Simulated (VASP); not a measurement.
A run of VASP 6.6.1:

INCAR

```
PREC = Accurate ; ENCUT = 520
EDIFF = 1E-7 ; ISMEAR = 0
SIGMA = 0.15 ; LREAL = F
LASPH = T ; NELM = 60
ALGO = Normal ; ISIF = 2
LWAVE = F ; LCHARG = F
GGA = PE ; NBANDS = 14
```

Contents of KPOINTS:

```
regular mesh
0
Gamma
  16 16 16
```

POSCAR

```
HfN
1.0
    0.0000000000      2.1676269257      2.2738140414
    2.2738140414      0.0000000000      2.2738140414
    2.2738140414      2.1676269257      0.0000000000
Hf N
1 1
Direct
    0.0016738745     -0.0016738745      0.0016738745
    0.4786701994      0.5213298006      0.4786701994
```

Potentials or basis: VASP PAW PBE potentials, release 64 (Hf_pv, N).

Run with:

```sh
$ cat potpaw_PBE.64/Hf_pv/POTCAR potpaw_PBE.64/N/POTCAR > POTCAR
$ mpirun -np 1 vasp_std > vasp.out
```

Hardware: 1 thread of AMD EPYC 7R43 64-Core Processor (Zen 3) (shared host).

Task: Estimate the wall time of this run.

Result: It took 83 s on 1 thread of AMD EPYC 7R43 64-Core Processor (Zen 3), with other jobs on the host, peak memory 0.2 GiB. Counts: scf iterations 13, k points 349.
